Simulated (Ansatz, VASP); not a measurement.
Two plane-wave programs on MnHg

```
CELL_PARAMETERS angstrom
6.63000 0.00000 0.00000
0.00000 3.31500 0.00000
0.00000 0.00000 3.31500
ATOMIC_POSITIONS crystal
Mn 0.25000 0.50000 0.50000
Mn 0.75000 0.50000 0.50000
Hg 0.00000 0.00000 0.00000
Hg 0.50000 0.00000 0.00000
```

Alike in both runs: task single point; functional PBE; k mesh 5 × 10 × 10; occupations fermi-dirac, width 0.05 eV; no spin polarisation.

|  | VASP | Ansatz |
| --- | --- | --- |
| version | VASP 6.6.1 | Ansatz 0.2.0 |
| potentials or method | VASP PAW PBE potentials, release 64 (Mn_pv, Hg), cutoff 520 eV | PAW plane waves |
| valence electrons in the cell | 50 | 70 |

Ansatz gave:

| Item | Value |
| --- | --- |
| pressure (GPa) | -15.0 |

What did VASP give for the same quantities?

Pressure (GPa): -14.4.

VASP's potentials hold 50 valence electrons a cell and Ansatz's 70, so a difference there can come from the potentials and not from the codes.

Neither program's run includes spin-orbit coupling.
